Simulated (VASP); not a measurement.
Crystal: AlGa3N2.

```
Al Ga N
1.0
    -2.80000    5.80000    2.70000
     2.80000   -5.80000    2.70000
     2.80000    5.80000   -2.70000
Al Ga N
2 6 4
Cartesian
  0.0000 0.0000 4.0500
  0.0000 0.0000 1.3500
  2.8000 0.0000 1.3500
  0.0000 5.8000 1.3500
  2.8000 2.9000 1.3500
  2.8000 2.9000 -1.3500
  2.8000 -2.9000 1.3500
  0.0000 2.9000 1.3500
  1.7360 4.6980 2.7000
  1.0640 -1.1020 2.7000
  1.7360 6.9020 0.0000
  1.0640 1.1020 0.0000
```

```yaml
Program: VASP 6.6.1
Task: relaxation of cell and atoms
Functional: PBE
Potentials_or_basis: VASP PAW PBE potentials, release 64 (Al, Ga_d, N)
Cutoff: 600 eV
k_mesh: 3 × 3 × 3
Occupations: gaussian, width 0.15 eV
Spin: no spin polarisation
```

At the start: pressure -0.2 GPa; volume 14.62 Å³/atom.

Question: How do energy, volume and symmetry change on relaxing?

Answer: Over 29 steps the energy falls by 284.0 meV/atom and the volume is 16.55 Å³/atom (+13.2 %); space group Ibam (No. 72, to 0.1 Å) before and after.

The path:
| step | energy change (eV) | largest force (eV/Å) | pressure (GPa) | volume (Å³) |
| --- | --- | --- | --- | --- |
| 1 | 0.0000 | 2.4735 | -0.24 | 175.39 |
| 2 | -0.9777 | 1.0855 | 1.41 | 174.81 |
| 3 | -1.1730 | 0.3870 | 3.42 | 174.43 |
| 4 | -1.4164 | 0.5399 | 0.20 | 183.16 |
| 5 | -1.4790 | 0.7290 | -2.59 | 193.37 |
| 6 | -1.6618 | 0.9217 | -2.45 | 195.52 |
| 7 | -2.1373 | 1.3841 | -1.10 | 201.57 |
| 8 | -1.6001 | 1.4485 | 6.95 | 211.89 |
| 9 | -2.2597 | 1.6381 | 0.31 | 204.08 |
| 10 | -2.4984 | 1.2553 | 0.28 | 206.22 |
| 11 | -2.6143 | 0.7429 | 0.61 | 208.83 |
| 12 | -2.7272 | 0.6754 | -0.23 | 209.80 |
| 13 | -2.9132 | 0.7074 | -2.60 | 212.63 |
| 14 | -2.9266 | 0.7776 | -3.32 | 213.51 |
| 15 | -3.0268 | 0.6348 | -2.72 | 210.89 |
| 16 | -3.2104 | 0.2527 | -0.66 | 203.10 |
| 17 | -3.1347 | 0.3029 | 4.04 | 187.86 |
| 18 | -3.2430 | 0.2491 | 1.06 | 196.93 |
| 19 | -3.2816 | 0.2008 | 0.61 | 197.00 |
| 20 | -3.3102 | 0.2865 | -0.54 | 197.09 |
| 21 | -3.3135 | 0.2276 | -0.26 | 197.08 |
| 22 | -3.3413 | 0.1814 | -0.05 | 196.49 |
| 23 | -3.3792 | 0.2123 | 0.83 | 194.68 |
| 24 | -3.3936 | 0.1294 | -0.40 | 197.02 |
| 25 | -3.3962 | 0.0833 | -0.10 | 196.35 |
| 26 | -3.4012 | 0.0871 | 0.20 | 196.39 |
| 27 | -3.4020 | 0.1200 | 0.35 | 196.40 |
| 28 | -3.4061 | 0.0930 | 0.12 | 197.31 |
| 29 | -3.4078 | 0.0590 | -0.21 | 198.54 |

Final structure:
```
Al Ga N
1.0
    -3.28304    5.59486    2.70229
     3.28304   -5.59486    2.70229
     3.28304    5.59486   -2.70229
Al Ga N
2 6 4
Direct
  0.75000 0.75000 0.00000
  0.25000 0.25000 0.00000
  0.25000 0.75000 0.50000
  0.75000 0.25000 0.50000
  0.50550 0.75000 0.75550
  0.00550 0.25000 0.75550
  0.99450 0.75000 0.24450
  0.49450 0.25000 0.24450
  0.88739 0.92226 0.80965
  0.38739 0.57774 0.96513
  0.61261 0.42226 0.03487
  0.11261 0.07774 0.19035
```

Caveat: the k points lie up to 0.43 Å⁻¹ apart in the final cell; the relaxation stopped at a loose force limit of 0.08 eV/Å, so its end isn't a converged minimum.
